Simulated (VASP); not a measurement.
A run of VASP 6.6.1:

File INCAR:

```
SYSTEM = Ru
PREC = Accurate
ENCUT = 520
EDIFF = 1E-7
ISMEAR = -1
SIGMA = 0.05
LREAL = .False.
LASPH = .True.
NELM = 150
ALGO = Normal
ISIF = 2
LWAVE = .False.
LCHARG = .False.
ISPIN = 2
MAGMOM = 1 1 1
LORBIT = 11
LMAXMIX = 4
GGA = PE
NBANDS = 32
```

KPOINTS

```
Automatic mesh
0
Gamma
  11 11 15
  0 0 0
```

File POSCAR:

```
Ru
1.0
    4.2110844045      0.0000000000      0.0000000000
   -2.1055422022      3.6469060718      0.0000000000
    0.0000000000      0.0000000000      2.6457311233
Ru
3
Direct
    1.0000000000      1.0000000000      0.0000000000
    0.3333333333      0.6666666667      0.5000000000
    0.6666666667      0.3333333333      0.5000000000
```

Potentials or basis: VASP PAW PBE potentials, release 64 (Ru_pv).

The run is started by

```sh
$ cat potpaw_PBE.64/Ru_pv/POTCAR > POTCAR
$ mpirun -np 1 vasp_std > vasp.out
```

Hardware: 1 thread of Intel Xeon 8259CL, with other jobs on the host.

Question: How long does it take, and how much memory?

Answer: Run time: 5.8 min on 1 thread of Intel Xeon 8259CL, on a shared host, peak memory 0.33 GiB. Counts: scf iterations 16, k points 128.
